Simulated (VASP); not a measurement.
# AlN (P6_3mc) in VASP: a series of runs

AlN is run at these levels: LDA; tasks: single point.

All numbers are computed with VASP 6.6.1; they aren't measurements. Logs are shortened: lines on timing, memory, paths and dates and some standing lists are left out, and cuts for length are marked.

## (1) The cell of the first run

The structure is hexagonal, space group P6_3mc (No. 186). The conventional cell has a = 3.221 Å, b = 3.221 Å, c = 4.032 Å, α = 90.00°, β = 90.00°, γ = 120.00°. Within 2.5 Å of Al (site symmetry 3m) lie 5 N at 1.86 to 2.15 Å. N (site symmetry 3m) has 5 Al at 1.86 to 2.15 Å within 2.5 Å.

## (2) Single point, LDA

Input file INCAR:

```
SYSTEM = AlN
PREC = Accurate
ENCUT = 520
EDIFF = 1E-6
ISMEAR = 0
SIGMA = 0.05
LREAL = .False.
LASPH = .True.
NELM = 100
ALGO = Normal
ISIF = 2
LWAVE = .False.
LCHARG = .False.
NBANDS = 16
```

Input file KPOINTS:

```
Automatic mesh
0
Gamma
  9 9 6
  0 0 0
```

Input file POSCAR:

```
AlN
1.0
    3.2211525400      0.0000000000      0.0000000000
   -1.6105762700      2.7895999291      0.0000000000
    0.0000000000      0.0000000000      4.0322059422
Al N
2 2
Direct
    0.3333333333      0.6666666667      0.7609379390
    0.6666666667      0.3333333333      0.2609379390
    0.3333333333      0.6666666667      0.2289303619
    0.6666666667      0.3333333333      0.7289303619
```

Potentials or basis: VASP PAW LDA potentials, release 64 (Al, N).

Launch:

```console
> cat potpaw_LDA.64/Al/POTCAR potpaw_LDA.64/N/POTCAR > POTCAR
> mpirun -np 1 vasp_std > vasp.out
```

OUTCAR:

```text
SYSTEM = AlN
   PREC = Accurate
   ENCUT = 520
   EDIFF = 1E-6
   ISMEAR = 0
   LREAL = .False.
   LASPH = .True.
   NELM = 100
   ISIF = 2

 ion  position               nearest neighbor table
   1  0.333  0.667  0.761-   4 1.86   4 1.86   4 1.86   3 1.89   3 2.15   2 2.74   2 2.74   2 2.74
                             2 2.74   2 2.74   2 2.74
   2  0.667  0.333  0.261-   3 1.86   3 1.86   3 1.86   4 1.89   4 2.15   1 2.74   1 2.74   1 2.74
                             1 2.74   1 2.74   1 2.74
   3  0.333  0.667  0.229-   2 1.86   2 1.86   2 1.86   1 1.89   1 2.15
   4  0.667  0.333  0.729-   1 1.86   1 1.86   1 1.86   2 1.89   2 2.15

  LATTYP: Found a hexagonal cell.
 ALAT       =     3.2211525400
 C/A-ratio  =     1.2517898150

  Lattice vectors:

 A1 = (   3.2211525400,   0.0000000000,   0.0000000000)
 A2 = (  -1.6105762700,   2.7895999291,   0.0000000000)
 A3 = (   0.0000000000,   0.0000000000,   4.0322059422)

Analysis of symmetry for initial positions (statically):
=====================================================================
 Subroutine PRICEL returns:
 Original cell was already a primitive cell.

 Routine SETGRP: Setting up the symmetry group for a
 hexagonal supercell.

 Subroutine GETGRP returns: Found 12 space group operations
 (whereof  6 operations were pure point group operations)
 out of a pool of 24 trial point group operations.

The static configuration has the point symmetry C_3v.
 The point group associated with its full space group is C_6v.

Analysis of symmetry for dynamics (positions and initial velocities):
=====================================================================
 Subroutine PRICEL returns:
 Original cell was already a primitive cell.

 Routine SETGRP: Setting up the symmetry group for a
 hexagonal supercell.

 Subroutine GETGRP returns: Found 12 space group operations
 (whereof  6 operations were pure point group operations)
 out of a pool of 24 trial point group operations.

The dynamic configuration has the point symmetry C_3v.
 The point group associated with its full space group is C_6v.

 Subroutine INISYM returns: Found 12 space group operations
 (whereof  6 operations are pure point group operations),
 and found     1 'primitive' translations

----------------------------------------------------------------------------------------

                                     Primitive cell

  volume of cell :      36.2323

  direct lattice vectors                    reciprocal lattice vectors
     3.221152540  0.000000000  0.000000000     0.310447887  0.179237171  0.000000000
    -1.610576270  2.789599929  0.000000000     0.000000000  0.358474342  0.000000000
     0.000000000  0.000000000  4.032205942     0.000000000  0.000000000  0.248003206

  length of vectors
     3.221152540  3.221152540  4.032205942     0.358474342  0.358474342  0.248003206

  position of ions in fractional coordinates (direct lattice)
     0.333333333  0.666666667  0.760937939
     0.666666667  0.333333333  0.260937939
     0.333333333  0.666666667  0.228930362
     0.666666667  0.333333333  0.728930362

  ion indices of the primitive-cell ions
   primitive index   ion index
                 1           1
                 2           2
                 3           3
                 4           4

----------------------------------------------------------------------------------------

 KPOINTS: Automatic mesh

Automatic generation of k-mesh.
 Grid dimensions read from file:
 generate k-points for:    9    9    6

 Generating k-lattice:

  Cartesian coordinates                     Fractional coordinates (reciprocal lattice)
     0.034494210  0.019915241  0.000000000     0.111111111 -0.000000000  0.000000000
     0.000000000  0.039830482  0.000000000     0.000000000  0.111111111  0.000000000
     0.000000000  0.000000000  0.041333868     0.000000000  0.000000000  0.166666667

  Length of vectors
     0.039830482  0.039830482  0.041333868

  Shift w.r.t. Gamma in fractional coordinates (k-lattice)
     0.000000000  0.000000000  0.000000000

 Subroutine IBZKPT returns following result:
 ===========================================

 Found     48 irreducible k-points:

 Following reciprocal coordinates:
            Coordinates               Weight
  0.000000  0.000000  0.000000      1.000000
  0.111111  0.000000  0.000000      6.000000
  0.222222  0.000000  0.000000      6.000000
  0.333333  0.000000  0.000000      6.000000
  0.444444  0.000000  0.000000      6.000000
  0.111111  0.111111  0.000000      6.000000
[... 16 lines left out ...]
  0.333333  0.222222  0.166667     24.000000
  0.333333  0.333333  0.166667      4.000000
 [... further k-points ...]
   k-points           NKPTS =     48   k-points in BZ     NKDIM =     48   number of bands    NBANDS=     16
   number of dos      NEDOS =    301   number of ions     NIONS =      4
   total plane-waves  NPLWV =  17280
   dimension x,y,z NGX =    24 NGY =   24 NGZ =   30
[... 37 lines left out ...]
  Thomas-Fermi vector in A             =   2.380831
   LORBIT       =      0    0 simple, 1 ext, 2 COOP (PROOUT), +10 PAW based schemes
   GGA     = CA    functional components
   LHFCALC =     F    Hartree Fock is set to
   AEXX    =    0.0000 exact exchange contribution
   IVDW    =     0    specifies the selected vdW correction
   LEPSILON=     F    determine dielectric tensor
   LRPA    =     F    only Hartree local field effects (RPA)
 non-spin polarized calculation
 Gauss-broadening in eV      SIGMA  =   0.05
  energy-cutoff  :      520.00
  volume of cell :       36.23
 maximum number of plane-waves:       996
 NGX is ok and might be reduce to    24
   NGX = 11   NGY = 11   NGZ = 15

 number of electron      15.9999999 magnetization

 Free energy of the ion-electron system (eV)
  ---------------------------------------------------
  ext. energy  EPLUGINS =         0.00000000
  ---------------------------------------------------
  free energy    TOTEN  =       -32.31970942 eV

  energy without entropy =      -32.31970942  energy(sigma->0) =      -32.31970942

 E-fermi :   8.8408     XC(G=0): -11.8999

 val. band max:        8.6431663543   @ k =   0.0000   0.0000   0.0000
 cond. band min:      12.7130438041   @ k =   0.0000   0.0000   0.0000
 fundamental gap:      4.0698774498
 Fermi energy:         8.8407924549

 k-point     1 :       0.0000    0.0000    0.0000
  band No.  band energies     occupation
      1      -8.6203      2.00000
      2      -4.3825      2.00000
      3       1.3357      2.00000
      4       5.2001      2.00000
      5       5.2001      2.00000
      6       6.9985      2.00000
[... 8 lines left out ...]
     15      20.8867      0.00000
     16      20.8867      0.00000

 k-point     2 :       0.1111    0.0000    0.0000
  band No.  band energies     occupation
      1      -8.4641      2.00000
      2      -4.3807      2.00000
      3       1.4953      2.00000
      4       4.6775      2.00000
      5       4.9800      2.00000
      6       6.5235      2.00000
[... 8 lines left out ...]
     15      20.2692      0.00000
     16      21.0005      0.00000

 k-point     3 :       0.2222    0.0000    0.0000
  band No.  band energies     occupation
      1      -8.0142      2.00000
      2      -4.4299      2.00000
      3       1.9585      2.00000
      4       3.5484      2.00000
      5       4.5376      2.00000
      6       5.6319      2.00000
[... 8 lines left out ...]
     15      19.5591      0.00000
     16      21.7665      0.00000

 k-point     4 :       0.3333    0.0000    0.0000
  band No.  band energies     occupation
      1      -7.3398      2.00000
      2      -4.6623      2.00000
      3       2.4511      2.00000
      4       2.7428      2.00000
      5       4.1410      2.00000
      6       4.8383      2.00000
[... 8 lines left out ...]
     15      20.5271      0.00000
     16      22.4366      0.00000
[... 324 lines left out ...]
 k-point    22 :       0.2222    0.2222    0.1667
  band No.  band energies     occupation
      1      -6.8183      2.00000
      2      -4.9273      2.00000
      3       2.0532      2.00000
      4       2.3855      2.00000
      5       4.2716      2.00000
      6       4.7730      2.00000
[... 8 lines left out ...]
     15      21.2405      0.00000
     16      22.7699      0.00000

 k-point    23 :       0.3333    0.2222    0.1667
  band No.  band energies     occupation
      1      -6.1833      2.00000
      2      -5.2537      2.00000
      3       1.6907      2.00000
      4       2.5636      2.00000
      5       3.4311      2.00000
      6       5.3174      2.00000
[... 8 lines left out ...]
     15      21.1336      0.00000
     16      22.9540      0.00000

 k-point    24 :       0.3333    0.3333    0.1667
  band No.  band energies     occupation
      1      -5.6583      2.00000
      2      -5.6583      2.00000
      3       1.6245      2.00000
      4       2.8667      2.00000
      5       2.8667      2.00000
      6       5.5257      2.00000
[... 8 lines left out ...]
     15      20.5072      0.00000
     16      22.7188      0.00000

 [... further k-points ...]
[... 5 lines left out ...]
  --------------------------------------------------------------------------------------
  -------------------------------------------------------------------------------------
  Total        2.8621128      2.8621128      4.8130909      0.0000000      0.0000000      0.0000000
  in kB      126.5614398    126.5614398    212.8328806      0.0000000      0.0000000      0.0000000
  external PRESSURE =     155.3185868 kB  Pullay stress =       0.0000000 kB

 VOLUME and BASIS-vectors are now :
 -----------------------------------------------------------------------------
  energy-cutoff  :      520.00
  volume of cell :       36.23
      direct lattice vectors                 reciprocal lattice vectors
     3.221152540  0.000000000  0.000000000     0.310447887  0.179237171  0.000000000
    -1.610576270  2.789599929  0.000000000     0.000000000  0.358474342  0.000000000
     0.000000000  0.000000000  4.032205942     0.000000000  0.000000000  0.248003206

 POSITION                                       TOTAL-FORCE (eV/Angst)
 -----------------------------------------------------------------------------------
     -0.00000      1.85973      3.06826        -0.000000      0.000000     -0.711101
      1.61058      0.92987      1.05216         0.000000     -0.000000     -0.711101
     -0.00000      1.85973      0.92309         0.000000      0.000000      0.711101
      1.61058      0.92987      2.93920        -0.000000      0.000000      0.711101
 -----------------------------------------------------------------------------------
    total drift:                               -0.000000     -0.000000      0.000329

  FREE ENERGIE OF THE ION-ELECTRON SYSTEM (eV)
  ---------------------------------------------------
  free  energy   TOTEN  =       -32.3197094172 eV

  energy  without entropy=      -32.3197094172  energy(sigma->0) =      -32.31970942
```

It took 6.6 s on 1 thread of Intel Xeon 6975P-C (Granite Rapids), shared host; peak memory 0.14 GiB.

What came out:

| Property | Result |
| --- | --- |
| Free energy | -32.3197 eV |
| Pressure | 15.5 GPa |
| Largest force | 0.711 eV/Å |
| Band gap on the k mesh | 4.07 eV, direct |

Forces on the atoms (eV/Å):
```
Al   0.000  0.000 -0.711
Al   0.000  0.000 -0.711
N    0.000  0.000  0.711
N    0.000  0.000  0.711
```

Stress tensor (GPa, compression positive):
```
12.66  0.00  0.00
 0.00 12.66  0.00
 0.00  0.00 21.28
```

Levels at points of the mesh, in eV from the valence-band top:
```
           k point  band 6  band 7  band 8  band 9  band 10  band 11
(0.00, 0.00, 0.00)   -1.64   -1.64    0.00    4.07     5.06     8.62
(0.00, 0.00, 0.50)   -2.59   -2.59   -2.59    6.20     6.20     8.75
```

A k mesh can miss the band edges.

## (3) Single point, LDA

This run uses another cell than the first one, of 10.26 Å³/atom, 1.133 times its volume.

Input file INCAR:

```
SYSTEM = AlN
  PREC = Accurate
  ENCUT = 520
  EDIFF = 1E-6
  ISMEAR = 0
  SIGMA = 0.05
  LREAL = .FALSE.
  LASPH = .TRUE.
  NELM = 80
  ALGO = Normal
  ISIF = 2
  LWAVE = .FALSE.
  LCHARG = .FALSE.
  GGA = CA
  NBANDS = 16
```

Input file KPOINTS:

```
regular mesh
0
G
  9 9 6
  0 0 0
```

Input file POSCAR:

```
AlN
1.0
    3.3577558766      0.0000000000      0.0000000000
   -1.6788779383      2.9079018889      0.0000000000
    0.0000000000      0.0000000000      4.2032046078
Al N
2 2
Direct
    0.3333333333      0.6666666667      0.7773448474
    0.6666666667      0.3333333333      0.2773448474
    0.3333333333      0.6666666667      0.1973259047
    0.6666666667      0.3333333333      0.6973259047
```

Potentials or basis: VASP PAW LDA potentials, release 64 (Al, N).

Launch:

```console
> cat potpaw_LDA.64/Al/POTCAR potpaw_LDA.64/N/POTCAR > POTCAR
> mpirun -np 1 vasp_std > vasp.out
```

Run time: 15 s. Hardware: 1 thread of Intel Xeon Platinum 8488C (Sapphire Rapids), shared host; peak memory 0.15 GiB.

Results (log left out):

| Item | Value |
| --- | --- |
| Free energy | -31.9095 eV |
| Pressure | -2.9 GPa |
| Largest force | 2.310 eV/Å |
| Band gap on the k mesh | 3.52 eV, direct |

Forces on the atoms (eV/Å):
```
Al   0.000  0.000 -2.310
Al   0.000  0.000 -2.310
N    0.000  0.000  2.310
N    0.000  0.000  2.310
```

Stress tensor (GPa, compression positive):
```
-19.60   0.00   0.00
  0.00 -19.60   0.00
  0.00   0.00  30.60
```

Levels at points of the mesh, in eV from the valence-band top:
```tsv
k point	band 5	band 6	band 7	band 8	band 9	band 10	band 11	band 12
(0.00, 0.00, 0.00)	-2.60	-0.97	-0.97	0.00	3.52	4.34	8.44	8.44
(0.00, 0.00, 0.50)	-1.82	-1.82	-1.82	-1.82	5.52	5.52	8.65	8.65
```

Caveat: forces of over 1 eV/Å act on the atoms, so gaps and moduli don't describe the material at rest.

## (4) Single point, LDA

This run uses another cell than the first one, of 10.26 Å³/atom, 1.133 times its volume.

Input file INCAR:

```
SYSTEM = AlN
ALGO = Normal
EDIFF = 1E-6
ENCUT = 520
ISIF = 2
ISMEAR = 0
LASPH = .True.
LCHARG = .False.
LREAL = .False.
LWAVE = .False.
NBANDS = 16
NELM = 60
PREC = Accurate
SIGMA = 0.05
```

Input file KPOINTS:

```
k-points
0
Gamma
  9 9 6
  0 0 0
```

Input file POSCAR:

```
AlN
1.0
    3.3577558766      0.0000000000      0.0000000000
   -1.6788779383      2.9079018889      0.0000000000
    0.0000000000      0.0000000000      4.2032046078
Al N
2 2
Direct
    0.3333333333      0.6666666667      0.7664069085
    0.6666666667      0.3333333333      0.2664069085
    0.3333333333      0.6666666667      0.2183955428
    0.6666666667      0.3333333333      0.7183955428
```

Launch:

```console
> cat potpaw_LDA.64/Al/POTCAR potpaw_LDA.64/N/POTCAR > POTCAR
> mpirun -np 1 vasp_std > vasp.out
```

Run time: 15 s. Hardware: 1 thread of Intel Xeon Platinum 8488C (Sapphire Rapids), shared host; peak memory 0.15 GiB.

The run converged. Its results:

* Free energy: -32.2677 eV
* Pressure: -10.5 GPa
* Largest force: 0.624 eV/Å
* Band gap on the k mesh: 3.25 eV, direct

Forces in eV/Å, atoms in the order of the input:
```
Al   0.000  0.000 -0.624
Al   0.000  0.000 -0.624
N    0.000  0.000  0.624
N    0.000  0.000  0.624
```

Stress tensor (GPa, compression positive):
```
-16.69   0.00   0.00
  0.00 -16.69   0.00
  0.00   0.00   1.87
```

Levels at points of the mesh, in eV from the valence-band top:
```csv
k point,band 6,band 7,band 8,band 9,band 10,band 11
"(0.00, 0.00, 0.00)",-1.28,-1.28,0.00,3.25,4.13,8.09
"(0.00, 0.00, 0.50)",-2.15,-2.15,-2.15,5.44,5.44,8.30
```

A hybrid or GW would open this gap; LDA tends to underestimate it.

## (5) Single point, LDA

This run uses another cell than the first one, of 10.26 Å³/atom, 1.133 times its volume.

Input file INCAR:

```
SYSTEM = AlN
PREC = Accurate
ENCUT = 520
EDIFF = 1E-6
ISMEAR = 0
SIGMA = 0.05
LREAL = .FALSE.
LASPH = .TRUE.
NELM = 60
ALGO = Normal
ISIF = 2
LWAVE = .FALSE.
LCHARG = .TRUE.
LELF = .TRUE.
LVHAR = .TRUE.
NBANDS = 16
```

Input file KPOINTS:

```
Automatic mesh
0
G
  9 9 6
  0 0 0
```

Input file POSCAR:

```
AlN
1.0
    3.3577558766      0.0000000000      0.0000000000
   -1.6788779383      2.9079018889      0.0000000000
    0.0000000000      0.0000000000      4.2032046078
Al N
2 2
Direct
    0.3333333333      0.6666666667      0.7718758780
    0.6666666667      0.3333333333      0.2718758780
    0.3333333333      0.6666666667      0.2078607238
    0.6666666667      0.3333333333      0.7078607238
```

Launch:

```console
> cat potpaw_LDA.64/Al/POTCAR potpaw_LDA.64/N/POTCAR > POTCAR
> mpirun -np 1 vasp_std > vasp.out
```

Run time: 17 s. Hardware: 1 thread of Intel Xeon Platinum 8488C (Sapphire Rapids), shared host; peak memory 0.15 GiB.

It converged, with:

* Free energy: -32.1445 eV
* Pressure: -7.4 GPa
* Largest force: 1.264 eV/Å
* Band gap on the k mesh: 3.37 eV, direct

Forces in eV/Å, atoms in the order of the input:
```
Al   0.000  0.000 -1.264
Al   0.000  0.000 -1.264
N    0.000  0.000  1.264
N    0.000  0.000  1.264
```

Stress tensor (GPa, compression positive):
```
-18.02   0.00   0.00
  0.00 -18.02   0.00
  0.00   0.00  13.97
```

Levels at points of the mesh, in eV from the valence-band top:
```tsv
k point	band 5	band 6	band 7	band 8	band 9	band 10	band 11	band 12
(0.00, 0.00, 0.00)	-2.79	-1.14	-1.14	0.00	3.37	4.22	8.25	8.25
(0.00, 0.00, 0.50)	-2.00	-2.00	-2.00	-2.00	5.48	5.48	8.46	8.46
```

Caveat: forces of over 1 eV/Å act on the atoms, so gaps and moduli don't describe the material at rest.

## (6) Single point, LDA

This run uses another cell than the first one, of 10.26 Å³/atom, 1.133 times its volume.

Input file INCAR:

```
SYSTEM = AlN
ALGO = Normal ; EDIFF = 1E-7
ENCUT = 520 ; GGA = CA
ISIF = 2 ; ISMEAR = 0
LASPH = .True. ; LCHARG = .False.
LREAL = .False. ; LWAVE = .False.
NBANDS = 16 ; NELM = 60
PREC = Accurate ; SIGMA = 0.05
```

Input file KPOINTS:

```
k-points
0
Gamma
  9 9 6
  0 0 0
```

Input file POSCAR:

```
AlN
1.0
    3.3577558766      0.0000000000      0.0000000000
   -1.6788779383      2.9079018889      0.0000000000
    0.0000000000      0.0000000000      4.2032046078
Al N
2 2
Direct
    0.3333333333      0.6666666667      0.7609379390
    0.6666666667      0.3333333333      0.2609379390
    0.3333333333      0.6666666667      0.2289303619
    0.6666666667      0.3333333333      0.7289303619
```

Potentials or basis: VASP PAW LDA potentials, release 64 (Al, N).

Launch:

```console
> cat potpaw_LDA.64/Al/POTCAR potpaw_LDA.64/N/POTCAR > POTCAR
> mpirun -np 1 vasp_std > vasp.out
```

Run time: 18 s. Hardware: 1 thread of Intel Xeon Platinum 8488C (Sapphire Rapids), shared host; peak memory 0.15 GiB.

It converged, with:

```
Free energy            : -32.3251 eV
Pressure               : -12.5 GPa
Largest force          : 0.267 eV/Å
Band gap on the k mesh : 3.16 eV, direct
```

Forces on the atoms (eV/Å):
```
Al   0.000  0.000 -0.267
Al   0.000  0.000 -0.267
N    0.000  0.000  0.267
N    0.000  0.000  0.267
```

Stress tensor (GPa, compression positive):
```
-15.65   0.00   0.00
  0.00 -15.65   0.00
  0.00   0.00  -6.33
```

Levels at points of the mesh, in eV from the valence-band top:
| k point | band 4 | band 5 | band 6 | band 7 | band 8 | band 9 | band 10 | band 11 | band 12 | band 13 |
| --- | --- | --- | --- | --- | --- | --- | --- | --- | --- | --- |
| (0.00, 0.00, 0.00) | -3.07 | -3.07 | -1.39 | -1.39 | 0.00 | 3.16 | 4.05 | 7.97 | 7.97 | 10.95 |
| (0.00, 0.00, 0.50) | -3.54 | -2.27 | -2.27 | -2.27 | -2.27 | 5.42 | 5.42 | 8.18 | 8.18 | 8.18 |
